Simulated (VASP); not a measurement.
# WSe2 (Amm2) in VASP: notebook

The runs below take WSe2 through single point, with PBE+D3(BJ).

All numbers are computed with VASP 6.6.1; they aren't measurements. Logs are shortened: lines on timing, memory, paths and dates and some standing lists are left out, and cuts for length are marked.

### Step 1. The cell of the first run

The structure is orthorhombic, space group Amm2 (No. 38). Conventional cell: a = 7.333 Å, b = 3.366 Å, c = 5.263 Å, α = 90.00°, β = 90.00°, γ = 90.00°. W (site symmetry mm2) has 6 Se at 2.49 to 2.59 Å and 6 W at 3.12 to 3.37 Å within 3.4 Å. Within 3.6 Å of Se (site symmetry m) lie 3 W at 2.49 to 2.59 Å and 7 Se at 3.12 to 3.53 Å.

### Step 2. Single point, PBE+D3(BJ)

Input file INCAR:

```
SYSTEM = WSe2
  PREC = Accurate
  ENCUT = 520
  EDIFF = 1E-6
  ISMEAR = 0
  SIGMA = 0.05
  LREAL = .FALSE.
  LASPH = .TRUE.
  NELM = 60
  ALGO = Normal
  ISIF = 2
  LWAVE = .FALSE.
  LCHARG = .FALSE.
  GGA = PE
  IVDW = 12
  NBANDS = 20
```

Input file KPOINTS:

```
regular mesh
0
G
  9 9 4
  0 0 0
```

Input file POSCAR:

```
WSe2
1.0
    3.3663704570      0.0000000000      0.0000000000
   -1.6831852285      2.6313938607      0.0000000000
    0.0000000000      0.0000000000      7.3327815212
W Se
1 2
Direct
    0.0000000000      0.0000000000      0.0000000000
    0.3333333333      0.6666666667      0.2405528385
    0.3333333333      0.6666666667      0.7594471615
```

Potentials or basis: VASP PAW PBE potentials, release 64 (W_sv, Se).

The run is started by

```console
cat potpaw_PBE.64/W_sv/POTCAR potpaw_PBE.64/Se/POTCAR > POTCAR
mpirun -np 1 vasp_std > vasp.out
```

OUTCAR:

```text
SYSTEM = WSe2
   PREC = Accurate
   ENCUT = 520
   EDIFF = 1E-6
   ISMEAR = 0
   LREAL = .FALSE.
   LASPH = .TRUE.
   NELM = 60
   ISIF = 2
   GGA = PE
   IVDW = 12
 IVDW          = 12

 ion  position               nearest neighbor table
   1  0.000  0.000  0.000-   2 2.49   3 2.49   2 2.59   3 2.59   2 2.59   3 2.59
   2  0.333  0.667  0.241-   1 2.49   1 2.59   1 2.59
   3  0.333  0.667  0.759-   1 2.49   1 2.59   1 2.59

  Warning from LATTYP: Monoclinic adjustment (A1->A3, A2->A1, A3->A2)!
  LATTYP: Found a base centered orthorhombic cell.
 ALAT       =     3.3663704570
 B/A-ratio  =     1.5633418213
 C/A-ratio  =     2.1782455659

  Lattice vectors:

 A1 = (   1.6831852285,  -2.6313938607,   0.0000000000)
 A2 = (   1.6831852285,   2.6313938607,   0.0000000000)
 A3 = (   0.0000000000,   0.0000000000,   7.3327815212)

Analysis of symmetry for initial positions (statically):
=====================================================================
 Subroutine PRICEL returns:
 Original cell was already a primitive cell.

 Routine SETGRP: Setting up the symmetry group for a
 base centered orthorhombic supercell.

 Subroutine GETGRP returns: Found  4 space group operations
 (whereof  4 operations were pure point group operations)
 out of a pool of  8 trial point group operations.

The static configuration has the point symmetry C_2v.

Analysis of symmetry for dynamics (positions and initial velocities):
=====================================================================
 Subroutine PRICEL returns:
 Original cell was already a primitive cell.

 Routine SETGRP: Setting up the symmetry group for a
 base centered orthorhombic supercell.

 Subroutine GETGRP returns: Found  4 space group operations
 (whereof  4 operations were pure point group operations)
 out of a pool of  8 trial point group operations.

The dynamic configuration has the point symmetry C_2v.

 Subroutine INISYM returns: Found  4 space group operations
 (whereof  4 operations are pure point group operations),
 and found     1 'primitive' translations

----------------------------------------------------------------------------------------

                                     Primitive cell

  volume of cell :      64.9556

  direct lattice vectors                    reciprocal lattice vectors
     3.366370457  0.000000000  0.000000000     0.297055839  0.190013364  0.000000000
    -1.683185228  2.631393861  0.000000000     0.000000000  0.380026728  0.000000000
     0.000000000  0.000000000  7.332781521     0.000000000  0.000000000  0.136373898
[... 86 lines left out ...]
   EDIFF  = 0.1E-05   stopping-criterion for ELM
   LREAL  =      F    real-space projection
   EDIFFG = 0.1E-04   stopping-criterion for IOM
   NSW    =      0    number of steps for IOM
   IBRION =     -1    ionic relax: 0-MD 1-quasi-New 2-CG
   NFREE  =      0    steps in history (QN), initial steepest desc. (CG)
   ISIF   =      2    stress and relaxation
   ISYM   =      2    0-nonsym 1-usesym 2-fastsym
   POTIM  = 0.5000    time-step for ionic-motion
   TEBEG  =    0.0;   TEEND  =   0.0 temperature during run
   PSTRESS=    0.0 pullay stress
   NELECT =      26.0000    total number of electrons
   NUPDOWN=      -1.0000    fix difference up-down
   EMIN   =  10.00;   EMAX   =-10.00  energy-range for DOS
   EFERMI =   0.00;   METHOD = LEGACY
   ISMEAR =     0;   SIGMA  =   0.05  broadening in eV -4-tet -1-fermi 0-gaus
   EFERMI_NEDOS =   21; number of points for ismear=-14 and -15
   IALGO  =     38    algorithm
   IMIX   =      4    mixing-type and parameters
     AMIX     =   0.40;   BMIX     =  1.00
     AMIX_MAG =   1.60;   BMIX_MAG =  1.00
  volume/ion in A,a.u.               =      21.65       146.11
  Fermi-wavevector in a.u.,A,eV,Ry     =   1.206499  2.279953 19.805195  1.455641
  Thomas-Fermi vector in A             =   2.342165
   LORBIT       =      0    0 simple, 1 ext, 2 COOP (PROOUT), +10 PAW based schemes
   GGA     = PE    functional components
   LHFCALC =     F    Hartree Fock is set to
   AEXX    =    0.0000 exact exchange contribution
   IVDW    =    12    specifies the selected vdW correction
   LEPSILON=     F    determine dielectric tensor
   LRPA    =     F    only Hartree local field effects (RPA)
 non-spin polarized calculation
 Gauss-broadening in eV      SIGMA  =   0.05
  energy-cutoff  :      520.00
  volume of cell :       64.96
 maximum number of plane-waves:      1764
 NGX is ok and might be reduce to    28

 number of electron      26.0000002 magnetization

 Free energy of the ion-electron system (eV)
  ---------------------------------------------------
  ext. energy  EPLUGINS =         0.00000000
  ---------------------------------------------------
  free energy    TOTEN  =       -21.25676807 eV

  energy without entropy =      -21.25676807  energy(sigma->0) =      -21.25676807

 E-fermi :   5.7464     XC(G=0): -10.2267

 val. band max:        5.3913169911   @ k =   0.3333   0.3333   0.5000
 cond. band min:       6.4296532082   @ k =  -0.3333   0.1111   0.0000
 fundamental gap:      1.0383362171
 Fermi energy:         5.7464227943

 k-point     1 :       0.0000    0.0000    0.0000
  band No.  band energies     occupation
      1     -68.6578      2.00000
      2     -32.9651      2.00000
      3     -32.7781      2.00000
      4     -32.6294      2.00000
      5      -9.6971      2.00000
      6      -8.5346      2.00000
[... 541 lines left out ...]
     19      11.6242      0.00000
     20      12.2933      0.00000

 [... further k-points ...]

------------------------ aborting loop because EDIFF is reached ----------------------------------------

 Edisp (eV)   -1.30356

 E8    (eV) :    -0.5818

  FORCE on cell =-STRESS in cart. coord.  units (eV):
  Direction    XX          YY          ZZ          XY          YZ          ZX
  --------------------------------------------------------------------------------------
  -------------------------------------------------------------------------------------
  Total      -1.67652     5.52540    -2.86497     0.00000     0.00000     0.00000
  in kB     -41.35262   136.28794   -70.66655     0.00000     0.00000     0.00000
  external pressure =        8.09 kB  Pullay stress =        0.00 kB

 VOLUME and BASIS-vectors are now :
 -----------------------------------------------------------------------------
  energy-cutoff  :      520.00
  volume of cell :       64.96
      direct lattice vectors                 reciprocal lattice vectors
     3.366370457  0.000000000  0.000000000     0.297055839  0.190013364  0.000000000
    -1.683185228  2.631393861  0.000000000     0.000000000  0.380026728  0.000000000
     0.000000000  0.000000000  7.332781521     0.000000000  0.000000000  0.136373898

 POSITION                                       TOTAL-FORCE (eV/Angst)
 -----------------------------------------------------------------------------------
      0.00000      0.00000      0.00000         0.000000     -0.706566      0.000000
     -0.00000      1.75426      1.76392        -0.000000      0.353283     -0.667967
     -0.00000      1.75426      5.56886        -0.000000      0.353283      0.667967
 -----------------------------------------------------------------------------------
    total drift:                               -0.000000     -0.000184     -0.000000

  FREE ENERGIE OF THE ION-ELECTRON SYSTEM (eV)
  ---------------------------------------------------
  free  energy   TOTEN  =       -22.5603286137 eV

  energy  without entropy=      -22.5603286137  energy(sigma->0) =      -22.56032861
```

OSZICAR:

```text
N       E                     dE             d eps       ncg     rms          rms(c)
DAV:   1     0.197545472575E+03    0.19755E+03   -0.12703E+04  3000   0.126E+03
DAV:   2    -0.117884522108E+02   -0.20933E+03   -0.20265E+03  3508   0.330E+02
DAV:   3    -0.220626659398E+02   -0.10274E+02   -0.10160E+02  3788   0.673E+01
DAV:   4    -0.221964075542E+02   -0.13374E+00   -0.13365E+00  3480   0.830E+00
DAV:   5    -0.221979126920E+02   -0.15051E-02   -0.15051E-02  3612   0.971E-01    0.210E+01
DAV:   6    -0.214974050058E+02    0.70051E+00   -0.44814E+00  3308   0.135E+01    0.736E+00
DAV:   7    -0.213522321484E+02    0.14517E+00   -0.20468E+00  3112   0.696E+00    0.456E+00
DAV:   8    -0.212558843669E+02    0.96348E-01   -0.41977E-01  3308   0.397E+00    0.773E-01
DAV:   9    -0.212566510626E+02   -0.76670E-03   -0.22147E-02  3516   0.870E-01    0.517E-01
DAV:  10    -0.212565989527E+02    0.52110E-04   -0.27806E-03  3316   0.407E-01    0.975E-02
DAV:  11    -0.212567201483E+02   -0.12120E-03   -0.25839E-04  3408   0.113E-01    0.735E-02
DAV:  12    -0.212567479462E+02   -0.27798E-04   -0.52839E-05  3360   0.437E-02    0.188E-02
DAV:  13    -0.212567673870E+02   -0.19441E-04   -0.18436E-05  3256   0.255E-02    0.778E-03
DAV:  14    -0.212567680719E+02   -0.68483E-06   -0.16099E-06  3220   0.700E-03
   1 F= -.22560329E+02 E0= -.22560329E+02  d E =-.216294E-25
```

Run time: 40 s. Hardware: 1 thread of AMD EPYC 9R45 (Zen 5), shared host; peak memory 0.22 GiB.

What came out:

```yaml
Free_energy: -22.5603 eV
Pressure: 0.8 GPa
Largest_force: 0.756 eV/Å
Band_gap_on_the_k_mesh: 1.04 eV (least direct gap 1.46 eV)
Dispersion_energy_per_atom: -0.435 eV
```

Forces on the atoms (eV/Å):
```
W    0.000 -0.707  0.000
Se   0.000  0.353 -0.668
Se   0.000  0.353  0.668
```

Stress tensor (GPa, compression positive):
```
-4.14  0.00  0.00
 0.00 13.63  0.00
 0.00  0.00 -7.07
```

Levels at points of the mesh, in eV from the valence-band top:
```tsv
k point	band 11	band 12	band 13	band 14	band 15	band 16
(0.00, 0.00, 0.00)	-1.12	-0.99	-0.55	2.67	2.71	3.47
(0.00, 0.00, 0.50)	-1.00	-0.59	-0.55	2.65	2.76	3.50
```

Caveat: the cell differs from its parent crystal (strain +e along x and -e along y +0.0500, strain +e along z and -e/2 along x and y +0.0467); the stress differs along the axes, from -7 to 14 GPa; spin-orbit coupling is left out, which moves the levels of the heavy elements. A k mesh can miss the band edges.

### Step 3. Single point, PBE+D3(BJ)

Input file INCAR:

```
SYSTEM = WSe2
PREC = Accurate
ENCUT = 520
EDIFF = 1E-6
ISMEAR = 0
SIGMA = 0.05
LREAL = .False.
LASPH = .True.
NELM = 60
ALGO = Normal
ISIF = 2
LWAVE = .False.
LCHARG = .False.
GGA = PE
IVDW = 12
NBANDS = 20
```

Input file KPOINTS:

```
regular mesh
0
Gamma
  9 9 4
  0 0 0
```

Input file POSCAR:

```
WSe2
1.0
    2.9892871252      0.0000000000      0.0000000000
   -1.4946435626      3.1567355369      0.0000000000
    0.0000000000      0.0000000000      6.8423881836
W Se
1 2
Direct
    0.0000000000      0.0000000000      0.0000000000
    0.3333333333      0.6666666667      0.2405528385
    0.3333333333      0.6666666667      0.7594471615
```

Potentials or basis: VASP PAW PBE potentials, release 64 (W_sv, Se).

The run is started by

```console
cat potpaw_PBE.64/W_sv/POTCAR potpaw_PBE.64/Se/POTCAR > POTCAR
mpirun -np 1 vasp_std > vasp.out
```

Wall time 41 s (1 thread of AMD EPYC 9R45 (Zen 5), shared host); peak memory 0.22 GiB.

It converged, with:

```yaml
Free_energy: -22.1610 eV
Pressure: 5.4 GPa
Largest_force: 1.199 eV/Å
Band_gap_on_the_k_mesh: 0.94 eV (least direct gap 1.29 eV)
Dispersion_energy_per_atom: -0.436 eV
```

Forces in eV/Å, atoms in the order of the input:
```
W    0.000  1.199  0.000
Se   0.000 -0.599  0.533
Se   0.000 -0.599 -0.533
```

Stress tensor (GPa, compression positive):
```
 22.49   0.00   0.00
  0.00 -11.32   0.00
  0.00   0.00   5.03
```

Levels at points of the mesh, in eV from the valence-band top:
| k point | band 11 | band 12 | band 13 | band 14 | band 15 | band 16 |
| --- | --- | --- | --- | --- | --- | --- |
| (0.00, 0.00, 0.00) | -1.34 | -1.26 | -0.89 | 1.72 | 1.83 | 3.81 |
| (0.00, 0.00, 0.50) | -1.43 | -0.91 | -0.38 | 1.56 | 2.08 | 3.70 |

Caveat: the cell differs from its parent crystal (strain +e along x and -e along y -0.1000, strain +e along z and -e/2 along x and y -0.0233); the stress differs along the axes, from -11 to 22 GPa; spin-orbit coupling is left out, which moves the levels of the heavy elements; forces of over 1 eV/Å act on the atoms, so gaps and moduli don't describe the material at rest. A k mesh can miss the band edges.

### Step 4. Single point, PBE+D3(BJ)

Input file INCAR:

```
SYSTEM = WSe2
  ALGO = Normal
  EDIFF = 1E-6
  ENCUT = 520
  GGA = PE
  ISIF = 2
  ISMEAR = 0
  IVDW = 12
  LASPH = .True.
  LCHARG = .False.
  LREAL = .False.
  LWAVE = .False.
  NBANDS = 20
  NELM = 60
  PREC = Accurate
  SIGMA = 0.05
```

Input file KPOINTS:

```
k-points
0
Gamma
  9 9 4
  0 0 0
```

Input file POSCAR:

```
WSe2
1.0
    3.5686838620      0.0000000000      0.0000000000
   -1.7843419310      2.5226339353      0.0000000000
    0.0000000000      0.0000000000      7.1688500340
W Se
1 2
Direct
    0.0000000000      0.0000000000      0.0000000000
    0.3333333333      0.6666666667      0.2405528385
    0.3333333333      0.6666666667      0.7594471615
```

The run is started by

```console
cat potpaw_PBE.64/W_sv/POTCAR potpaw_PBE.64/Se/POTCAR > POTCAR
mpirun -np 1 vasp_std > vasp.out
```

Run time: 37 s. Hardware: 1 thread of AMD EPYC 9R45 (Zen 5), shared host; peak memory 0.22 GiB.

Results (log left out):

```yaml
Free_energy: -22.1591 eV
Pressure: 4.2 GPa
Largest_force: 1.911 eV/Å
Band_gap_on_the_k_mesh: 1.01 eV (least direct gap 1.15 eV)
Dispersion_energy_per_atom: -0.437 eV
```

Forces in eV/Å, atoms in the order of the input:
```
W    0.000 -1.911  0.000
Se   0.000  0.955 -0.165
Se   0.000  0.955  0.165
```

Stress tensor (GPa, compression positive):
```
-6.84  0.00  0.00
 0.00 21.71  0.00
 0.00  0.00 -2.19
```

Levels at points of the mesh, in eV from the valence-band top:
```
           k point  band 11  band 12  band 13  band 14  band 15  band 16
(0.00, 0.00, 0.00)    -1.25    -0.64    -0.58     2.22     2.31     3.54
(0.00, 0.00, 0.50)    -1.22    -0.77    -0.18     2.15     2.42     3.56
```

Caveat: the cell differs from its parent crystal (strain +e along x and -e along y +0.1000, strain +e along z and -e/2 along x and y +0.0233); the stress differs along the axes, from -7 to 22 GPa; spin-orbit coupling is left out, which moves the levels of the heavy elements; forces of over 1 eV/Å act on the atoms, so gaps and moduli don't describe the material at rest. A k mesh can miss the band edges.

### Step 5. Single point, PBE+D3(BJ)

This run uses another cell than the first one, of the same volume but with other edges.

Input file INCAR:

```
SYSTEM = WSe2
  PREC = Accurate
  ENCUT = 520
  EDIFF = 1E-6
  ISMEAR = 0
  SIGMA = 0.05
  LREAL = .FALSE.
  LASPH = .TRUE.
  NELM = 80
  ALGO = Normal
  ISIF = 2
  LWAVE = .FALSE.
  LCHARG = .TRUE.
  GGA = PE
  IVDW = 12
  LELF = .TRUE.
  LVHAR = .TRUE.
  NBANDS = 20
```

Input file KPOINTS:

```
Automatic mesh
0
G
  9 9 4
  0 0 0
```

Input file POSCAR:

```
WSe2
1.0
    3.0384719076      0.0000000000      0.0000000000
   -1.5192359538      2.9153623343      0.0000000000
    0.0000000000      0.0000000000      7.3327815212
W Se
1 2
Direct
    0.0000000000      0.0000000000      0.0000000000
    0.3333333333      0.6666666667      0.2405528385
    0.3333333333      0.6666666667      0.7594471615
```

The run is started by

```console
cat potpaw_PBE.64/W_sv/POTCAR potpaw_PBE.64/Se/POTCAR > POTCAR
mpirun -np 1 vasp_std > vasp.out
```

It took 34 s on 1 thread of AMD EPYC 9R45 (Zen 5), shared host; peak memory 0.22 GiB.

The run converged. Its results:

- Free energy: -22.5406 eV
- Pressure: 0.9 GPa
- Largest force: 0.719 eV/Å
- Band gap on the k mesh: 0.74 eV (least direct gap 1.52 eV)
- Dispersion energy per atom: -0.435 eV

Forces on the atoms (eV/Å):
```
W    0.000  0.490  0.000
Se   0.000 -0.245 -0.676
Se   0.000 -0.245  0.676
```

Stress tensor (GPa, compression positive):
```
15.30  0.00  0.00
 0.00 -5.39  0.00
 0.00  0.00 -7.15
```

Levels at points of the mesh, in eV from the valence-band top:
```csv
k point,band 9,band 10,band 11,band 12,band 13,band 14,band 15,band 16,band 17,band 18
"(0.00, 0.00, 0.00)",-2.46,-1.67,-1.51,-1.37,-0.72,2.25,2.32,3.36,3.43,4.34
"(0.00, 0.00, 0.50)",-2.91,-1.50,-1.42,-0.91,-0.73,2.25,2.37,3.37,3.43,5.34
```

Caveat: the cell differs from its parent crystal (strain +e along x and -e along y -0.0500, strain +e along z and -e/2 along x and y +0.0467); the stress differs along the axes, from -7 to 15 GPa; spin-orbit coupling is left out, which moves the levels of the heavy elements. A k mesh can miss the band edges.

### Step 6. Single point, PBE+D3(BJ)

Input file INCAR:

```
SYSTEM = WSe2
PREC = Accurate ; ENCUT = 520
EDIFF = 1E-7 ; ISMEAR = 0
SIGMA = 0.05 ; LREAL = .FALSE.
LASPH = .TRUE. ; NELM = 100
ALGO = Normal ; ISIF = 2
LWAVE = .FALSE. ; LCHARG = .FALSE.
GGA = PE ; IVDW = 12
NBANDS = 20
```

Input file KPOINTS:

```
regular mesh
0
G
  9 9 4
  0 0 0
```

Input file POSCAR:

```
WSe2
1.0
    3.6068840430      0.0000000000      0.0000000000
   -1.8034420215      2.5557162625      0.0000000000
    0.0000000000      0.0000000000      7.0056191088
W Se
1 2
Direct
    0.0000000000      0.0000000000      0.0000000000
    0.3333333333      0.6666666667      0.2405528385
    0.3333333333      0.6666666667      0.7594471615
```

Potentials or basis: VASP PAW PBE potentials, release 64 (W_sv, Se).

The run is started by

```console
cat potpaw_PBE.64/W_sv/POTCAR potpaw_PBE.64/Se/POTCAR > POTCAR
mpirun -np 1 vasp_std > vasp.out
```

It took 39 s on 1 thread of AMD EPYC 9R45 (Zen 5), shared host; peak memory 0.22 GiB.

The run converged. Its results:

```yaml
Free_energy: -22.2379 eV
Pressure: 4.4 GPa
Largest_force: 2.110 eV/Å
Band_gap_on_the_k_mesh: 1.16 eV (least direct gap 1.37 eV)
Dispersion_energy_per_atom: -0.436 eV
```

Forces on the atoms (eV/Å):
```
W    0.000 -2.110  0.000
Se   0.000  1.055  0.211
Se   0.000  1.055 -0.211
```

Stress tensor (GPa, compression positive):
```
-7.70  0.00  0.00
 0.00 19.32  0.00
 0.00  0.00  1.69
```

Levels at points of the mesh, in eV from the valence-band top:
```csv
k point,band 11,band 12,band 13,band 14,band 15,band 16
"(0.00, 0.00, 0.00)",-1.38,-0.74,-0.65,2.17,2.34,3.56
"(0.00, 0.00, 0.50)",-1.32,-0.96,-0.03,2.09,2.47,3.51
```

Caveat: the cell differs from its parent crystal (strain +e along x and -e along y +0.1000, strain +e along z and -e/2 along x and y +0.0000); the stress differs along the axes, from -8 to 19 GPa; spin-orbit coupling is left out, which moves the levels of the heavy elements; forces of over 1 eV/Å act on the atoms, so gaps and moduli don't describe the material at rest.

### Step 7. Overview

| cell | gap on the mesh (eV) | pressure (GPa) | largest force (eV/Å) |
| --- | --- | --- | --- |
| a = 3.366, b = 3.124, c = 7.333 Å, angles 90.0, 90.0, 122.6°, 3 atoms | 1.04 | 0.8 | 0.76 |
| a = 2.989, b = 3.493, c = 6.842 Å, angles 90.0, 90.0, 115.3°, 3 atoms | 0.94 | 5.4 | 1.20 |
| a = 3.569, b = 3.090, c = 7.169 Å, angles 90.0, 90.0, 125.3°, 3 atoms | 1.01 | 4.2 | 1.91 |
| a = 3.038, b = 3.287, c = 7.333 Å, angles 90.0, 90.0, 117.5°, 3 atoms | 0.74 | 0.9 | 0.72 |
| a = 3.607, b = 3.128, c = 7.006 Å, angles 90.0, 90.0, 125.2°, 3 atoms | 1.16 | 4.4 | 2.11 |

Alike in all rows: task single point; level PBE+D3(BJ); potentials or basis VASP PAW PBE potentials, release 64 (W_sv, Se); no spin polarisation; k mesh 9 × 9 × 4; cutoff (eV) 520; smearing gaussian 0.05 eV.

Caveats: spin-orbit coupling is left out, which moves the levels of the heavy elements; forces of over 1 eV/Å act on the atoms, so gaps and moduli don't describe the material at rest (at least some runs); the stress differs along the axes, from -7 to 14 GPa (at least some runs); the stress differs along the axes, from -11 to 22 GPa (at least some runs); the stress differs along the axes, from -7 to 22 GPa (at least some runs); the stress differs along the axes, from -7 to 15 GPa (at least some runs); the stress differs along the axes, from -8 to 19 GPa (at least some runs).

Total energies depend on the potentials used, so only differences within one code and one set of settings carry meaning.
